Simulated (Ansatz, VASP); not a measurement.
# Two plane-wave programs on PbS

```
CELL_PARAMETERS angstrom
2.12075 -6.10880 0.00000
2.12075 6.10880 0.00000
0.00000 0.00000 4.36325
ATOMIC_POSITIONS crystal
Pb 0.13056 0.86944 0.25000
Pb 0.86944 0.13056 0.75000
S 0.35480 0.64520 0.25000
S 0.64520 0.35480 0.75000
```

Alike in both runs: task single point; functional r2SCAN; k mesh 7 × 7 × 6; occupations fermi-dirac, width 0.05 eV; no spin polarisation.

|  | VASP | Ansatz |
| --- | --- | --- |
| version | VASP 6.6.1 | Ansatz 0.2.0 |
| potentials or method | VASP PAW PBE potentials, release 64 (Pb_d, S) | Ansatz PAW |
| plane-wave cutoff (eV) | 520 | 500 |
| valence electrons in the cell | 40 | 40 |

```tsv
	VASP	Ansatz	Ansatz less VASP
gap on the k mesh at the Fermi level (eV)	1.62	1.62	+0.002
least direct gap on the mesh (eV)	1.77	1.77	-0.001
pressure (GPa)	-2.9	-2.9	0.00
rms of the force components (eV/Å)	0.170	0.173	+0.0037
```

VASP's potentials were made for PBE, not for r2SCAN. Atom by atom the forces differ by 0.004 eV/Å (rms over components).

Neither program's run includes spin-orbit coupling. Noted on Ansatz's run: odd divisions of the mesh miss points on the zone boundary, where band edges often lie, so the gap on the mesh can be too wide.
